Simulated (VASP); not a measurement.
Ge2Sb2Te5: single point with PBEsol

The system is Ge2Sb2Te5.

```
Ge Sb Te
1.0
     4.16898    0.00000    0.00000
    -2.08449    3.61044    0.00000
     0.00000    0.00000   16.85467
Ge Sb Te
2 2 5
Direct
  0.00000 0.00000 0.33934
  0.00000 0.00000 0.66066
  0.33333 0.66667 0.11787
  0.66667 0.33333 0.88213
  0.00000 0.00000 0.00000
  0.33333 0.66667 0.77794
  0.66667 0.33333 0.22206
  0.33333 0.66667 0.42334
  0.66667 0.33333 0.57666
```

```yaml
Program: VASP 6.6.1
Task: single point
Functional: PBEsol
Potentials_or_basis: VASP PAW PBE potentials, release 64 (Ge_d, Sb, Te)
Cutoff: 520 eV
k_mesh: 12 × 12 × 2
Occupations: gaussian, width 0.1 eV
Spin: no spin polarisation
Dipole_correction: no
Further_INCAR_settings: ALGO = Fast; EDIFF = 1e-06; NBANDS = 44
```

| Quantity | Value |
| --- | --- |
| Pressure | 1.4 GPa |
| Largest force | 0.027 eV/Å |
| Band gap on the k mesh | zero (bands 34 and 35 overlap by 0.07 eV) |

Forces in eV/Å, atoms in the order of the input:
```
Ge   0.000  0.000 -0.021
Ge   0.000  0.000  0.021
Sb   0.000  0.000 -0.023
Sb   0.000  0.000  0.023
Te   0.000  0.000  0.000
Te   0.000  0.000 -0.027
Te   0.000  0.000  0.027
Te   0.000  0.000  0.025
Te   0.000  0.000 -0.025
```

Levels at points of the mesh, in eV from the Fermi level:
```tsv
k point	band 30	band 31	band 32	band 33	band 34	band 35	band 36	band 37	band 38	band 39
(0.00, 0.00, 0.00)	-1.48	-1.48	-1.27	-0.94	-0.06	-0.03	-0.03	0.62	0.95	0.95
(0.50, 0.00, 0.00)	-2.41	-2.06	-1.98	-1.23	-1.07	0.13	0.57	0.66	1.48	1.58
(0.00, 0.00, 0.50)	-1.61	-1.56	-1.56	-0.86	-0.08	0.04	0.04	0.66	0.77	0.77
(0.50, 0.00, 0.50)	-2.73	-2.39	-2.13	-1.71	-0.43	-0.02	0.31	1.04	1.64	1.82
```

Run time: 8.3 min on 1 thread of Oxide Virtual Turin-like Processor, on a shared host, peak memory 0.56 GiB.

Caveat: the PAW data sets were made with another functional, which shifts forces and pressure a little; spin-orbit coupling is left out, which moves the levels of the heavy elements.
